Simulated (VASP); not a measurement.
# SnTe (Fm-3m) in VASP: further runs

Runs on SnTe. Level: r2SCAN. Tasks: single point, relaxation of cell and atoms.

All numbers are computed with VASP 6.6.1; they aren't measurements. Logs are shortened: lines on timing, memory, paths and dates and some standing lists are left out, and cuts for length are marked.

### 1 The cell of the first run

It takes space group Fm-3m (No. 225, cubic). Conventional cell: a = 6.370 Å, b = 6.370 Å, c = 6.370 Å, α = 90.00°, β = 90.00°, γ = 90.00°. Within 4.2 Å of Sn (site symmetry m-3m) lie 6 Te at 3.19 Å. Within 4.2 Å of Te (site symmetry m-3m) lie 6 Sn at 3.19 Å.

### 2 Single point, r2SCAN

The input, POSCAR:

```
SnTe
1.0
    0.0000000000      3.1850877355      3.1850877355
    3.1850877355      0.0000000000      3.1850877355
    3.1850877355      3.1850877355      0.0000000000
Sn Te
1 1
Direct
    0.0000000000      0.0000000000      0.0000000000
    0.5000000000      0.5000000000      0.5000000000
```

The input, INCAR.step1:

```
SYSTEM = SnTe
PREC = Accurate
ENCUT = 550
ISMEAR = 0
SIGMA = 0.01
LREAL = .FALSE.
LASPH = .TRUE.
NELM = 120
NBANDS = 17
GGA = PE
ALGO = Normal
EDIFF = 1E-5
LWAVE = .TRUE.
LCHARG = .FALSE.
GGA_COMPAT = .FALSE.
```

The input, INCAR.step2:

```
SYSTEM = SnTe
PREC = Accurate
ENCUT = 550
EDIFF = 1E-6
ISMEAR = 0
SIGMA = 0.01
LREAL = .FALSE.
LASPH = .TRUE.
NELM = 120
ALGO = Normal
ISIF = 2
LWAVE = .FALSE.
LCHARG = .FALSE.
METAGGA = R2SCAN
LMIXTAU = .TRUE.
NBANDS = 17
ISTART = 1
GGA_COMPAT = .FALSE.
```

The input, KPOINTS:

```
regular mesh
0
G
  12 12 12
  0 0 0
```

Potentials or basis: VASP PAW PBE potentials, release 64 (Sn_d, Te).

Command:

```bash
$ cat potpaw_PBE.64/Sn_d/POTCAR potpaw_PBE.64/Te/POTCAR > POTCAR
$ cp INCAR.step1 INCAR
$ mpirun -np 1 vasp_std > vasp.out
$ cp INCAR.step2 INCAR
$ mpirun -np 1 vasp_std > vasp.out
```

OUTCAR:

```text
SYSTEM = SnTe
   PREC = Accurate
   ENCUT = 550
   EDIFF = 1E-6
   ISMEAR = 0
   LREAL = .FALSE.
   LASPH = .TRUE.
   NELM = 120
   ISIF = 2
   METAGGA = R2SCAN
   ISTART = 1

 ion  position               nearest neighbor table
   1  0.000  0.000  0.000-   2 3.19   2 3.19   2 3.19   2 3.19   2 3.19   2 3.19
   2  0.500  0.500  0.500-   1 3.19   1 3.19   1 3.19   1 3.19   1 3.19   1 3.19

  LATTYP: Found a face centered cubic cell.
 ALAT       =     6.3701754710

  Lattice vectors:

 A1 = (   0.0000000000,   3.1850877355,   3.1850877355)
 A2 = (   3.1850877355,   0.0000000000,   3.1850877355)
 A3 = (   3.1850877355,   3.1850877355,   0.0000000000)

Analysis of symmetry for initial positions (statically):
=====================================================================
 Subroutine PRICEL returns:
 Original cell was already a primitive cell.

 Routine SETGRP: Setting up the symmetry group for a
 face centered cubic supercell.

 Subroutine GETGRP returns: Found 48 space group operations
 (whereof 48 operations were pure point group operations)
 out of a pool of 48 trial point group operations.

The static configuration has the point symmetry O_h .

Analysis of symmetry for dynamics (positions and initial velocities):
=====================================================================
 Subroutine PRICEL returns:
 Original cell was already a primitive cell.

 Routine SETGRP: Setting up the symmetry group for a
 face centered cubic supercell.

 Subroutine GETGRP returns: Found 48 space group operations
 (whereof 48 operations were pure point group operations)
 out of a pool of 48 trial point group operations.

The dynamic configuration has the point symmetry O_h .

 Subroutine INISYM returns: Found 48 space group operations
 (whereof 48 operations are pure point group operations),
 and found     1 'primitive' translations

----------------------------------------------------------------------------------------

                                     Primitive cell

  volume of cell :      64.6241

  direct lattice vectors                    reciprocal lattice vectors
     0.000000000  3.185087735  3.185087735    -0.156981547  0.156981547  0.156981547
[... 73 lines left out ...]
   ions per type =               1   1
   NGX,Y,Z   is equivalent  to a cutoff of  13.29, 13.29, 13.29 a.u.
   NGXF,Y,Z  is equivalent  to a cutoff of  26.57, 26.57, 26.57 a.u.
 SYSTEM =  SnTe
   PREC   = accura    normal or accurate (medium, high low for compatibility)
   ISTART =      1    job   : 0-new  1-cont  2-samecut
   ICHARG =      0    charge: 1-file 2-atom 10-const
   ISPIN  =      1    spin polarized calculation?
   LNONCOLLINEAR =      F non collinear calculations
   LSORBIT =      F    spin-orbit coupling
   LASPH  =      T    aspherical Exc in radial PAW
   ENCUT  =  550.0 eV  40.42 Ry    6.36 a.u.   8.61  8.61  8.61*2*pi/ulx,y,z
   NELM   =    120;   NELMIN=  2; NELMDL=  0     # of ELM steps
   EDIFF  = 0.1E-05   stopping-criterion for ELM
   LREAL  =      F    real-space projection
[... 7 lines left out ...]
   TEBEG  =    0.0;   TEEND  =   0.0 temperature during run
   PSTRESS=    0.0 pullay stress
   NELECT =      20.0000    total number of electrons
   NUPDOWN=      -1.0000    fix difference up-down
   EMIN   =  10.00;   EMAX   =-10.00  energy-range for DOS
   EFERMI =   0.00;   METHOD = LEGACY
   ISMEAR =     0;   SIGMA  =   0.01  broadening in eV -4-tet -1-fermi 0-gaus
   EFERMI_NEDOS =   21; number of points for ismear=-14 and -15
   IALGO  =     38    algorithm
   IMIX   =      4    mixing-type and parameters
     AMIX     =   0.40;   BMIX     =  1.00
     AMIX_MAG =   1.60;   BMIX_MAG =  1.00
  volume/ion in A,a.u.               =      32.31       218.05
  Fermi-wavevector in a.u.,A,eV,Ry     =   1.107355  2.092597 16.683933  1.226234
  Thomas-Fermi vector in A             =   2.243868
   LORBIT       =      0    0 simple, 1 ext, 2 COOP (PROOUT), +10 PAW based schemes
   METAGGA = R2SCAN    functional components
   LHFCALC =     F    Hartree Fock is set to
   AEXX    =    0.0000 exact exchange contribution
   IVDW    =     0    specifies the selected vdW correction
   LEPSILON=     F    determine dielectric tensor
   LRPA    =     F    only Hartree local field effects (RPA)
 non-spin polarized calculation
 Gauss-broadening in eV      SIGMA  =   0.01
  energy-cutoff  :      550.00
  volume of cell :       64.62
 maximum number of plane-waves:      1924
   NGX = 17   NGY = 17   NGZ = 17

 number of electron      20.0000002 magnetization

 Free energy of the ion-electron system (eV)
  ---------------------------------------------------
  ext. energy  EPLUGINS =         0.00000000
  ---------------------------------------------------
  free energy    TOTEN  =       -50.69014608 eV

  energy without entropy =      -50.69014608  energy(sigma->0) =      -50.69014608

 E-fermi :   6.6610     XC(G=0):  -9.9114

 val. band max:        6.6170575109   @ k =   0.5000   0.0000   0.0000
 cond. band min:       6.7486081790   @ k =   0.5000   0.0000   0.0000
 fundamental gap:      0.1315506681
 Fermi energy:         6.6609664077

 k-point     1 :       0.0000    0.0000    0.0000
  band No.  band energies     occupation
      1     -16.1336      2.00000
      2     -16.1336      2.00000
      3     -16.1249      2.00000
      4     -16.1249      2.00000
      5     -16.1249      2.00000
      6      -6.6391      2.00000
[... 457 lines left out ...]
      4     -16.1196      2.00000
      5     -16.1184      2.00000
      6      -5.2610      2.00000
[... 9 lines left out ...]
     16      14.7206      0.00000
     17      17.3347      0.00000

 [... further k-points ...]

------------------------ aborting loop because EDIFF is reached ----------------------------------------

  FORCE on cell =-STRESS in cart. coord.  units (eV):
  Direction    XX          YY          ZZ          XY          YZ          ZX
  --------------------------------------------------------------------------------------
  -------------------------------------------------------------------------------------
  Total        0.0044459      0.0044459      0.0044459      0.0000000     -0.0000000      0.0000000
  in kB        0.1102251      0.1102251      0.1102251      0.0000000     -0.0000000      0.0000000
  external PRESSURE =       0.1102251 kB  Pullay stress =       0.0000000 kB

 VOLUME and BASIS-vectors are now :
 -----------------------------------------------------------------------------
  energy-cutoff  :      550.00
  volume of cell :       64.62
      direct lattice vectors                 reciprocal lattice vectors
     0.000000000  3.185087735  3.185087735    -0.156981547  0.156981547  0.156981547
     3.185087735  0.000000000  3.185087735     0.156981547 -0.156981547  0.156981547
     3.185087735  3.185087735  0.000000000     0.156981547  0.156981547 -0.156981547

 POSITION                                       TOTAL-FORCE (eV/Angst)
 -----------------------------------------------------------------------------------
      0.00000      0.00000      0.00000         0.000000     -0.000000     -0.000000
      3.18509      3.18509      3.18509        -0.000000      0.000000      0.000000
 -----------------------------------------------------------------------------------
    total drift:                               -0.000000      0.000000      0.000000

  FREE ENERGIE OF THE ION-ELECTRON SYSTEM (eV)
  ---------------------------------------------------
  free  energy   TOTEN  =       -50.6901460775 eV

  energy  without entropy=      -50.6901460775  energy(sigma->0) =      -50.69014608
```

It took 8.4 min on 1 thread of Oxide Virtual Turin-like, shared host; peak memory 0.24 GiB.

Results:

- Free energy: -50.6901 eV
- Pressure: 0.0 GPa
- Band gap on the k mesh: 0.13 eV

Levels at points of the mesh, in eV from the valence-band top:
```csv
k point,band 7,band 8,band 9,band 10,band 11,band 12,band 13,band 14
"(0.00, 0.00, 0.00)",-4.88,-2.40,-2.40,-2.40,3.36,3.36,3.36,5.02
"(0.50, 0.00, 0.00)",-8.63,-2.04,-2.04,0.00,0.13,0.33,0.33,8.13
"(0.50, 0.50, 0.00)",-6.75,-5.75,-3.96,-3.96,2.44,4.95,4.95,6.46
```

Caveat: semilocal functionals underestimate gaps, and a narrow one can read as zero; the PAW data sets were made with another functional, which shifts forces and pressure a little; spin-orbit coupling is left out, which moves the levels of the heavy elements.

### 3 Relaxation of cell and atoms, r2SCAN

This run uses another cell than the first one, of 31.26 Å³/atom.

The input, POSCAR:

```
SnTe
1.0
    0.0000000000      3.1500000000      3.1500000000
    3.1500000000      0.0000000000      3.1500000000
    3.1500000000      3.1500000000      0.0000000000
Sn Te
1 1
Direct
    0.0000000000      0.0000000000      0.0000000000
    0.5000000000      0.5000000000      0.5000000000
```

INCAR.step1: that of step 2 with these lines changed.

```diff
@@ -8,3 +8,2 @@
 NELM = 120
-NBANDS = 17
 GGA = PE
@@ -15 +14,6 @@
 GGA_COMPAT = .FALSE.
+IBRION = 2
+ISIF = 3
+EDIFFG = -0.005
+NELMIN = 4
+NSW = 100
```

The input, INCAR.step2:

```
SYSTEM = SnTe
PREC = Accurate
ENCUT = 550
EDIFF = 1E-7
ISMEAR = 0
SIGMA = 0.01
LREAL = .FALSE.
LASPH = .TRUE.
NELM = 120
ALGO = Normal
ISIF = 3
LWAVE = .FALSE.
LCHARG = .FALSE.
METAGGA = R2SCAN
LMIXTAU = .TRUE.
IBRION = 2
NSW = 80
EDIFFG = -0.002
ISTART = 1
GGA_COMPAT = .FALSE.
NELMIN = 4
```

KPOINTS is that of step 2.

Potentials or basis: VASP PAW PBE potentials, release 64 (Sn_d, Te).

Command:

```bash
$ cat potpaw_PBE.64/Sn_d/POTCAR potpaw_PBE.64/Te/POTCAR > POTCAR
$ cp INCAR.step1 INCAR
$ mpirun -np 1 vasp_std > vasp.out
$ cp INCAR.step2 INCAR
$ mpirun -np 1 vasp_std > vasp.out
```

OUTCAR:

```text
SYSTEM = SnTe
   PREC = Accurate
   ENCUT = 550
   EDIFF = 1E-7
   ISMEAR = 0
   LREAL = .FALSE.
   LASPH = .TRUE.
   NELM = 120
   ISIF = 3
   METAGGA = R2SCAN
   IBRION = 2
   NSW = 80
   EDIFFG = -0.002
   ISTART = 1
   NELMIN = 4

 ion  position               nearest neighbor table
   1  0.000  0.000  0.000-   2 3.15   2 3.15   2 3.15   2 3.15   2 3.15   2 3.15
   2  0.500  0.500  0.500-   1 3.15   1 3.15   1 3.15   1 3.15   1 3.15   1 3.15

  LATTYP: Found a face centered cubic cell.
 ALAT       =     6.3000000000

  Lattice vectors:

 A1 = (   0.0000000000,   3.1500000000,   3.1500000000)
 A2 = (   3.1500000000,   0.0000000000,   3.1500000000)
 A3 = (   3.1500000000,   3.1500000000,   0.0000000000)

Analysis of symmetry for initial positions (statically):
=====================================================================
 Subroutine PRICEL returns:
 Original cell was already a primitive cell.

 Routine SETGRP: Setting up the symmetry group for a
 face centered cubic supercell.

 Subroutine GETGRP returns: Found 48 space group operations
 (whereof 48 operations were pure point group operations)
 out of a pool of 48 trial point group operations.

The static configuration has the point symmetry O_h .

Analysis of symmetry for dynamics (positions and initial velocities):
=====================================================================
 Subroutine PRICEL returns:
 Original cell was already a primitive cell.

 Routine SETGRP: Setting up the symmetry group for a
 face centered cubic supercell.

 Subroutine GETGRP returns: Found 48 space group operations
 (whereof 48 operations were pure point group operations)
 out of a pool of 48 trial point group operations.

The dynamic configuration has the point symmetry O_h .

 Subroutine INISYM returns: Found 48 space group operations
 (whereof 48 operations are pure point group operations),
 and found     1 'primitive' translations

----------------------------------------------------------------------------------------

                                     Primitive cell

  volume of cell :      62.5117
[... 104 lines left out ...]
   ISMEAR =     0;   SIGMA  =   0.01  broadening in eV -4-tet -1-fermi 0-gaus
   EFERMI_NEDOS =   21; number of points for ismear=-14 and -15
   IALGO  =     38    algorithm
   IMIX   =      4    mixing-type and parameters
     AMIX     =   0.40;   BMIX     =  1.00
     AMIX_MAG =   1.60;   BMIX_MAG =  1.00
  volume/ion in A,a.u.               =      31.26       210.93
  Fermi-wavevector in a.u.,A,eV,Ry     =   1.119690  2.115906 17.057687  1.253705
  Thomas-Fermi vector in A             =   2.256330
   LORBIT       =      0    0 simple, 1 ext, 2 COOP (PROOUT), +10 PAW based schemes
   METAGGA = R2SCAN    functional components
   LHFCALC =     F    Hartree Fock is set to
   AEXX    =    0.0000 exact exchange contribution
   IVDW    =     0    specifies the selected vdW correction
   LEPSILON=     F    determine dielectric tensor
   LRPA    =     F    only Hartree local field effects (RPA)
 conjugate gradient relaxation of ions
 non-spin polarized calculation
 Gauss-broadening in eV      SIGMA  =   0.01
  energy-cutoff  :      550.00
  volume of cell :       62.51
 maximum number of plane-waves:      1853
 NGX is ok and might be reduce to    36
   NGX = 17   NGY = 17   NGZ = 17

--------------------------------------- Ionic step        1  -------------------------------------------

 number of electron      19.9999998 magnetization

 Free energy of the ion-electron system (eV)
  ---------------------------------------------------
  ext. energy  EPLUGINS =         0.00000000
  ---------------------------------------------------
  free energy    TOTEN  =       -50.67950731 eV

  energy without entropy =      -50.67950386  energy(sigma->0) =      -50.67950559

 E-fermi :   7.1355     XC(G=0): -10.0712

 val. band max:        7.1212839960   @ k =   0.5000   0.0000   0.0000
 cond. band min:       7.1497388221   @ k =   0.5000   0.0000   0.0000
 fundamental gap:      0.0284548261
 Fermi energy:         7.1355114089

 k-point     1 :       0.0000    0.0000    0.0000
  band No.  band energies     occupation
      1     -15.7274      2.00000
      2     -15.7274      2.00000
      3     -15.7165      2.00000
      4     -15.7165      2.00000
      5     -15.7165      2.00000
      6      -6.4776      2.00000
      7       2.3007      2.00000
      8       4.5374      2.00000
      9       4.5374      2.00000
     10       4.5374      2.00000
     11      10.4713      0.00000
     12      10.4713      0.00000
     13      10.4713      0.00000
     14      11.9923      0.00000
[... 462 lines left out ...]
--------------------------------------- Ionic step        3  -------------------------------------------

 number of electron      20.0000002 magnetization

 Free energy of the ion-electron system (eV)
  ---------------------------------------------------
  ext. energy  EPLUGINS =         0.00000000
  ---------------------------------------------------
  free energy    TOTEN  =       -50.68955325 eV

  energy without entropy =      -50.68955325  energy(sigma->0) =      -50.68955325

 E-fermi :   6.6658     XC(G=0):  -9.9127

 val. band max:        6.6205922893   @ k =   0.5000   0.0000   0.0000
 cond. band min:       6.7516001273   @ k =   0.5000   0.0000   0.0000
 fundamental gap:      0.1310078381
 Fermi energy:         6.6658162917

 k-point     1 :       0.0000    0.0000    0.0000
  band No.  band energies     occupation
      1     -16.1305      2.00000
      2     -16.1305      2.00000
      3     -16.1218      2.00000
      4     -16.1218      2.00000
      5     -16.1218      2.00000
      6      -6.6379      2.00000
      7       1.7448      2.00000
      8       4.2199      2.00000
      9       4.2199      2.00000
     10       4.2199      2.00000
     11       9.9832      0.00000
     12       9.9832      0.00000
     13       9.9832      0.00000
     14      11.6436      0.00000
[... 420 lines left out ...]
  FREE ENERGIE OF THE ION-ELECTRON SYSTEM (eV)
  ---------------------------------------------------
  free  energy   TOTEN  =       -50.6895532525 eV

  energy  without entropy=      -50.6895532525  energy(sigma->0) =      -50.68955325

 reached required accuracy - stopping structural energy minimisation
```

OSZICAR.step1:

```text
N       E                     dE             d eps       ncg     rms          rms(c)
DAV:   1     0.124129497255E+03    0.12413E+03   -0.10070E+04  2028   0.171E+03
DAV:   2     0.366960960530E+01   -0.12046E+03   -0.11807E+03  2082   0.377E+02
DAV:   3    -0.730094672289E+01   -0.10971E+02   -0.10893E+02  2718   0.100E+02
DAV:   4    -0.758007601393E+01   -0.27913E+00   -0.27904E+00  2200   0.174E+01
[... 19 lines left out ...]
DAV:   2    -0.756873216459E+01    0.15881E-01   -0.27158E-02  2454   0.277E+00    0.344E-01
DAV:   3    -0.756488128046E+01    0.38509E-02   -0.11935E-02  2480   0.167E+00    0.726E-02
DAV:   4    -0.756479257800E+01    0.88702E-04   -0.30659E-04  2096   0.188E-01    0.646E-02
DAV:   5    -0.756474512914E+01    0.47449E-04   -0.53308E-05  2496   0.608E-02    0.147E-02
DAV:   6    -0.756474467816E+01    0.45098E-06   -0.39740E-06  1008   0.351E-02
   3 F= -.75647447E+01 E0= -.75647447E+01  d E =-.225899E-01
```

Wall time 32 min (1 thread of Oxide Virtual Turin-like, shared host); peak memory 0.25 GiB.

What came out:

| Quantity | Value |
| --- | --- |
| Free energy | -50.6896 eV |
| Relaxed volume | 32.30 Å³/atom |
| Relaxed cell | a = 4.504 Å, b = 4.504 Å, c = 4.504 Å, α = 60.00°, β = 60.00°, γ = 60.00° |
| Space group after relaxing (to 0.1 Å) | Fm-3m (No. 225) |
| Energy gained by relaxing | 5.0 meV/atom |
| Ionic steps | 3 |
| Pressure after relaxing | 0.0 GPa |
| Band gap on the k mesh | 0.13 eV |

Step by step:
| step | energy change (eV) | largest force (eV/Å) | pressure (GPa) | volume (Å³) |
| --- | --- | --- | --- | --- |
| 1 | 0.0000 | 0.0000 | 1.58 | 62.51 |
| 2 | -0.0089 | 0.0000 | -0.49 | 65.35 |
| 3 | -0.0100 | 0.0000 | 0.01 | 64.61 |

Final structure:
```
Sn Te
1.0
     0.00000    3.18483    3.18483
     3.18483    0.00000    3.18483
     3.18483    3.18483    0.00000
Sn Te
1 1
Direct
  0.00000 0.00000 0.00000
  0.50000 0.50000 0.50000
```

Caveat: semilocal functionals underestimate gaps, and a narrow one can read as zero; the PAW data sets were made with another functional, which shifts forces and pressure a little; spin-orbit coupling is left out, which moves the levels of the heavy elements. A k mesh can miss the band edges.
